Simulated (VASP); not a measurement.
Here is a VASP 6.6.1 calculation.

Contents of INCAR:

```
PREC = Accurate ; ENCUT = 520
EDIFF = 1E-7 ; ISMEAR = -1
SIGMA = 0.15 ; LREAL = False
LASPH = True ; NELM = 100
ALGO = Normal ; ISIF = 2
LWAVE = False ; LCHARG = True
LELF = True ; LVHAR = True
NBANDS = 21
```

KPOINTS

```
regular mesh
0
Gamma
  8 8 5
```

The input POSCAR:

```
TiH
1.0
    2.9076541708      0.0000000000      0.0000000000
    0.0000000000      2.9076541708      0.0000000000
    0.0000000000      0.0000000000      4.5064008101
Ti H
2 2
Direct
    0.5000000000      0.0000000000      0.5000000000
    0.0000000000      0.5000000000      0.0000000000
    0.0000000000      0.0000000000      0.2500000000
    0.0000000000      0.0000000000      0.7500000000
```

Potentials or basis: VASP PAW LDA potentials, release 64 (Ti_sv, H).

Launch:

```console
$ cat potpaw_LDA.64/Ti_sv/POTCAR potpaw_LDA.64/H/POTCAR > POTCAR
$ mpirun -np 1 vasp_std > vasp.out
```

Problem. Predict the band gap on the k mesh.

Solution. Zero (bands 13 and 14 overlap by 0.43 eV).

Problem. Estimate the pressure.

Solution. -1.0 GPa.

Stress tensor (GPa, compression positive):
```
-1.55  0.00  0.00
 0.00 -1.55  0.00
 0.00  0.00  0.06
```
